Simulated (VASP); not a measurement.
# Cr (P-1) in VASP: relaxation of the atoms with PBE

Aim: the relaxation of the atoms of Cr with PBE.

Program: VASP 6.6.1. These are calculated values, not measurements. Logs are shortened: lines on timing, memory, paths and dates and some standing lists are left out, and cuts for length are marked.

**1. The cell of the first run**

The typed cell holds 2 atoms: a = 2.489 Å, b = 2.489 Å, c = 4.078 Å, α = 90.00°, β = 90.00°, γ = 110.01°.

**2. Relaxation of the atoms, PBE, collinear spin, ferromagnetic start**

File INCAR:

```
SYSTEM = Cr
  ALGO = Normal
  EDIFF = 1E-6
  EDIFFG = -0.01
  ENCUT = 520
  GGA = PE
  IBRION = 2
  ISIF = 2
  ISMEAR = -1
  ISPIN = 2
  KPAR = 2
  LASPH = .TRUE.
  LCHARG = .FALSE.
  LMAXMIX = 4
  LORBIT = 11
  LREAL = .FALSE.
  LWAVE = .FALSE.
  MAGMOM = 3 3
  NELM = 150
  NSW = 60
  PREC = Accurate
  SIGMA = 0.05
```

File KPOINTS:

```
k-points
0
G
  8 8 5
  0 0 0
```

File POSCAR:

```
Cr
1.0
   -1.4419500000      1.4419500000      1.4275305000
    1.4419500000     -1.4419500000      1.4275305000
    2.8839000000      2.8839000000      0.0000000000
Cr
2
Direct
    0.1412511700      0.0068966100      0.9220167300
    0.3587488300      0.4931033900      0.5779832700
```

Potentials or basis: VASP PAW PBE potentials, release 64 (Cr_pv).

Run with:

```sh
> cat potpaw_PBE.64/Cr_pv/POTCAR > POTCAR
> mpirun -np 2 vasp_std > vasp.out
```

OUTCAR:

```text
SYSTEM = Cr
   EDIFF = 1E-6
   EDIFFG = -0.01
   ENCUT = 520
   GGA = PE
   IBRION = 2
   ISIF = 2
   ISMEAR = -1
   ISPIN = 2
   LASPH = .TRUE.
   LORBIT = 11
   LREAL = .FALSE.
   NELM = 150
   NSW = 60
   PREC = Accurate

 ion  position               nearest neighbor table
   1  0.141  0.007  0.922-   2 1.81   2 2.09   2 2.39   2 2.91   2 2.97   2 3.09
   2  0.359  0.493  0.578-   1 1.81   1 2.09   1 2.39   1 2.91   1 2.97   1 3.09

  LATTYP: Found a base centered orthorhombic cell.
 ALAT       =     2.8550610000
 B/A-ratio  =     1.4284985479
 C/A-ratio  =     1.4284985479

  Lattice vectors:

 A1 = (  -1.4419500000,   1.4419500000,   1.4275305000)
 A2 = (   1.4419500000,  -1.4419500000,   1.4275305000)
 A3 = (   2.8839000000,   2.8839000000,   0.0000000000)

Analysis of symmetry for initial positions (statically):
=====================================================================
 Subroutine PRICEL returns:
 Original cell was already a primitive cell.

 Routine SETGRP: Setting up the symmetry group for a
 base centered orthorhombic supercell.

 Subroutine GETGRP returns: Found  2 space group operations
 (whereof  1 operations were pure point group operations)
 out of a pool of  8 trial point group operations.

The static configuration has the point symmetry C_1 .
 The point group associated with its full space group is S_2 .

Analysis of symmetry for dynamics (positions and initial velocities):
=====================================================================
 Subroutine PRICEL returns:
 Original cell was already a primitive cell.

 Routine SETGRP: Setting up the symmetry group for a
 base centered orthorhombic supercell.

 Subroutine GETGRP returns: Found  2 space group operations
 (whereof  1 operations were pure point group operations)
 out of a pool of  8 trial point group operations.

The dynamic configuration has the point symmetry C_1 .
 The point group associated with its full space group is S_2 .

Analysis of structural, dynamic, and magnetic symmetry:
=====================================================================
 Subroutine PRICEL returns:
 Original cell was already a primitive cell.

 Routine SETGRP: Setting up the symmetry group for a
 base centered orthorhombic supercell.

 Subroutine GETGRP returns: Found  2 space group operations
 (whereof  1 operations were pure point group operations)
 out of a pool of  8 trial point group operations.

The overall configuration has the point symmetry C_1 .
 The point group associated with its full space group is S_2 .

 Subroutine INISYM returns: Found  2 space group operations
 (whereof  1 operations are pure point group operations),
 and found     1 'primitive' translations

----------------------------------------------------------------------------------------

                                     Primitive cell

  volume of cell :      23.7452

  direct lattice vectors                    reciprocal lattice vectors
    -1.441950000  1.441950000  1.427530500    -0.173376331  0.173376331  0.350255213
     1.441950000 -1.441950000  1.427530500     0.173376331 -0.173376331  0.350255213
     2.883900000  2.883900000  0.000000000     0.173376331  0.173376331  0.000000000

  length of vectors
     2.489233403  2.489233403  4.078450493     0.427548148  0.427548148  0.245191158

  position of ions in fractional coordinates (direct lattice)
     0.141251170  0.006896610  0.922016730
     0.358748830  0.493103390  0.577983270

  ion indices of the primitive-cell ions
   primitive index   ion index
                 1           1
                 2           2

----------------------------------------------------------------------------------------

 KPOINTS: k-points

Automatic generation of k-mesh.
 Grid dimensions read from file:
 generate k-points for:    8    8    5

 Generating k-lattice:

  Cartesian coordinates                     Fractional coordinates (reciprocal lattice)
    -0.021672041  0.021672041  0.043781902     0.125000000  0.000000000  0.000000000
     0.021672041 -0.021672041  0.043781902     0.000000000  0.125000000  0.000000000
     0.034675266  0.034675266  0.000000000     0.000000000  0.000000000  0.200000000

  Length of vectors
     0.053443518  0.053443518  0.049038232

  Shift w.r.t. Gamma in fractional coordinates (k-lattice)
     0.000000000  0.000000000  0.000000000

 Subroutine IBZKPT returns following result:
 ===========================================

 Found    162 irreducible k-points:

 Following reciprocal coordinates:
            Coordinates               Weight
  0.000000  0.000000  0.000000      1.000000
  0.125000 -0.000000  0.000000      2.000000
 -0.000000  0.125000  0.000000      2.000000
  0.250000 -0.000000  0.000000      2.000000
 -0.000000  0.250000  0.000000      2.000000
  0.375000 -0.000000  0.000000      2.000000
[... 16 lines left out ...]
  0.375000  0.250000  0.000000      2.000000
  0.250000  0.375000  0.000000      2.000000
 [... further k-points ...]
   k-points           NKPTS =    162   k-points in BZ     NKDIM =    162   number of bands    NBANDS=     19
   number of dos      NEDOS =    301   number of ions     NIONS =      2
   total plane-waves  NPLWV =  12000
   dimension x,y,z NGX =    20 NGY =   20 NGZ =   30
   dimension x,y,z NGXF=    40 NGYF=   40 NGZF=   60
   ions per type =               2
   NGX,Y,Z   is equivalent  to a cutoff of  13.36, 13.36, 12.23 a.u.
   NGXF,Y,Z  is equivalent  to a cutoff of  26.71, 26.71, 24.46 a.u.
 SYSTEM =  Cr
   PREC   = accura    normal or accurate (medium, high low for compatibility)
   ISTART =      0    job   : 0-new  1-cont  2-samecut
   ICHARG =      2    charge: 1-file 2-atom 10-const
   ISPIN  =      2    spin polarized calculation?
   LNONCOLLINEAR =      F non collinear calculations
   LSORBIT =      F    spin-orbit coupling
   LASPH  =      T    aspherical Exc in radial PAW
   ENCUT  =  520.0 eV  38.22 Ry    6.18 a.u.   4.63  4.63  7.58*2*pi/ulx,y,z
   NELM   =    150;   NELMIN=  2; NELMDL= -5     # of ELM steps
   EDIFF  = 0.1E-05   stopping-criterion for ELM
   LREAL  =      F    real-space projection
   EDIFFG = -.1E-01   stopping-criterion for IOM
   NSW    =     60    number of steps for IOM
   IBRION =      2    ionic relax: 0-MD 1-quasi-New 2-CG
   NFREE  =      1    steps in history (QN), initial steepest desc. (CG)
   ISIF   =      2    stress and relaxation
   ISYM   =      2    0-nonsym 1-usesym 2-fastsym
   POTIM  = 0.5000    time-step for ionic-motion
   TEBEG  =    0.0;   TEEND  =   0.0 temperature during run
   PSTRESS=    0.0 pullay stress
   NELECT =      24.0000    total number of electrons
   NUPDOWN=      -1.0000    fix difference up-down
   EMIN   =  10.00;   EMAX   =-10.00  energy-range for DOS
   EFERMI =   0.00;   METHOD = LEGACY
   ISMEAR =    -1;   SIGMA  =   0.05  broadening in eV -4-tet -1-fermi 0-gaus
   EFERMI_NEDOS =   21; number of points for ismear=-14 and -15
   IALGO  =     38    algorithm
   IMIX   =      4    mixing-type and parameters
     AMIX     =   0.40;   BMIX     =  1.00
     AMIX_MAG =   1.60;   BMIX_MAG =  1.00
  volume/ion in A,a.u.               =      11.87        80.12
  Fermi-wavevector in a.u.,A,eV,Ry     =   1.642933  3.104694 36.725260  2.699230
  Thomas-Fermi vector in A             =   2.733153
   LORBIT       =     11    0 simple, 1 ext, 2 COOP (PROOUT), +10 PAW based schemes
   GGA     = PE    functional components
   LHFCALC =     F    Hartree Fock is set to
   AEXX    =    0.0000 exact exchange contribution
   IVDW    =     0    specifies the selected vdW correction
   LEPSILON=     F    determine dielectric tensor
   LRPA    =     F    only Hartree local field effects (RPA)
 conjugate gradient relaxation of ions
 spin polarized calculation
  energy-cutoff  :      520.00
  volume of cell :       23.75
 maximum number of plane-waves:       649
   NGX =  9   NGY =  9   NGZ = 15

--------------------------------------- Ionic step        1  -------------------------------------------

 number of electron      24.0000003 magnetization      -0.0001995

 number of electron      24.0000003 magnetization       0.0015202

 Free energy of the ion-electron system (eV)
  ---------------------------------------------------
  ext. energy  EPLUGINS =         0.00000000
  ---------------------------------------------------
  free energy    TOTEN  =       -16.15548107 eV

  energy without entropy =      -16.13753525  energy(sigma->0) =      -16.14650816

------------------------ aborting loop because EDIFF is reached ----------------------------------------

  FORCE on cell =-STRESS in cart. coord.  units (eV):
  Direction    XX          YY          ZZ          XY          YZ          ZX
  --------------------------------------------------------------------------------------
  -------------------------------------------------------------------------------------
  Total        8.4318446     10.6180637      7.5201139     -0.5292275     -3.0903584     -0.5909224
  in kB      568.9281087    716.4404910    507.4102237    -35.7089588   -208.5180477    -39.8717477
  external PRESSURE =     597.5929411 kB  Pullay stress =       0.0000000 kB
[... 89 lines left out ...]
  FREE ENERGIE OF THE ION-ELECTRON SYSTEM (eV)
  ---------------------------------------------------
  free  energy   TOTEN  =       -18.2167724933 eV

  energy  without entropy=      -18.1872226004  energy(sigma->0) =      -18.20199755

[... ionic steps 4 to 13 ...]

--------------------------------------- Ionic step       14  -------------------------------------------

 number of electron      23.9999990 magnetization       0.0000006

 number of electron      23.9999990 magnetization      -0.0000001
[... 73 lines left out ...]
 number of electron      23.9999990 magnetization       0.0000002

 number of electron      23.9999990 magnetization      -0.0000003

 Free energy of the ion-electron system (eV)
  ---------------------------------------------------
  ext. energy  EPLUGINS =         0.00000000
  ---------------------------------------------------
  free energy    TOTEN  =       -19.02256908 eV

  energy without entropy =      -19.01472718  energy(sigma->0) =      -19.01864813

 E-fermi :  10.5227     XC(G=0): -13.5174

 val. band max:       10.4759183470   @ k =   0.1250  -0.1250   0.4000
 cond. band min:      10.5319321517   @ k =   0.2500   0.2500   0.2000
 fundamental gap:      0.0560138047
 Fermi energy:        10.5226532790

 spin component 1

 k-point     1 :       0.0000    0.0000    0.0000
  band No.  band energies     occupation
      1     -33.0510      1.00000
      2     -32.4592      1.00000
      3     -32.2123      1.00000
      4     -32.1982      1.00000
      5     -32.1853      1.00000
      6     -32.1845      1.00000
[... 517 lines left out ...]
     18      17.3589      0.00000
     19      17.6467      0.00000

 [... further k-points ...]

 spin component 2

 k-point     1 :       0.0000    0.0000    0.0000
  band No.  band energies     occupation
      1     -33.0510      1.00000
      2     -32.4592      1.00000
      3     -32.2123      1.00000
      4     -32.1982      1.00000
      5     -32.1853      1.00000
      6     -32.1845      1.00000
[... 548 lines left out ...]
  FREE ENERGIE OF THE ION-ELECTRON SYSTEM (eV)
  ---------------------------------------------------
  free  energy   TOTEN  =       -19.0225690759 eV

  energy  without entropy=      -19.0147271753  energy(sigma->0) =      -19.01864813

 reached required accuracy - stopping structural energy minimisation

 total charge

# of ion       s       p       d       tot
------------------------------------------
    1        0.431   6.392   4.174  10.997
    2        0.431   6.392   4.174  10.997
--------------------------------------------------
tot          0.862  12.784   8.347  21.994

 magnetization (x)

# of ion       s       p       d       tot
------------------------------------------
    1        0.000  -0.000   0.000   0.000
    2        0.000  -0.000   0.000   0.000
--------------------------------------------------
tot          0.000  -0.000   0.000   0.000
```

It took 7.3 min on 2 MPI ranks of Intel Xeon Platinum 8488C (Sapphire Rapids), shared host; peak memory 0.22 GiB.

What came out:

* Free energy: -19.0226 eV
* Energy gained by relaxing: 1433.5 meV/atom
* Ionic steps: 16
* Pressure after relaxing: -7.0 GPa
* Largest force after relaxing: 0.008 eV/Å
* Band gap on the k mesh: zero (filled and empty bands overlap)
* Net moment: 0.00 μB per cell
* Valence electrons inside the program's atomic spheres: Cr 11.00

Forces on the atoms (eV/Å):
```
Cr   0.001  0.007 -0.001
Cr  -0.001 -0.007  0.001
```

Stress tensor (GPa, compression positive):
```
-7.90 -0.98  0.00
-0.98 -7.90  0.00
 0.00  0.00 -5.07
```

The path:
```csv
step,energy change (eV),largest force (eV/Å),pressure (GPa)
1,0.0000,8.4163,59.76
2,-1.9793,1.7974,3.43
3,-2.0613,1.1872,1.67
4,-2.0952,0.8350,0.88
5,-2.1771,1.2517,-0.01
6,-2.5333,1.6650,-3.73
7,-2.8074,0.8507,-5.99
8,-2.8518,0.4850,-6.63
9,-2.8539,0.4435,-6.64
10,-2.8469,0.5639,-6.61
11,-2.8637,0.1754,-6.89
12,-2.8668,0.0615,-6.95
13,-2.8668,0.0597,-6.95
14,-2.8671,0.0265,-6.96
15,-2.8671,0.0144,-6.96
16,-2.8671,0.0075,-6.96
```

Final structure:
```xyz
2
Lattice="-1.4420 1.4420 1.4275 1.4420 -1.4420 1.4275 2.8839 2.8839 0.0000" Properties=species:S:1:pos:R:3 pbc="T T T"
Cr    1.4420    4.3254    1.4277
Cr    1.4419    1.4424    1.4273
```

Caveat: the moments typed at the start vanished in this run.

The gap in the log of VASP goes by the Fermi energy; the results here count the filled bands.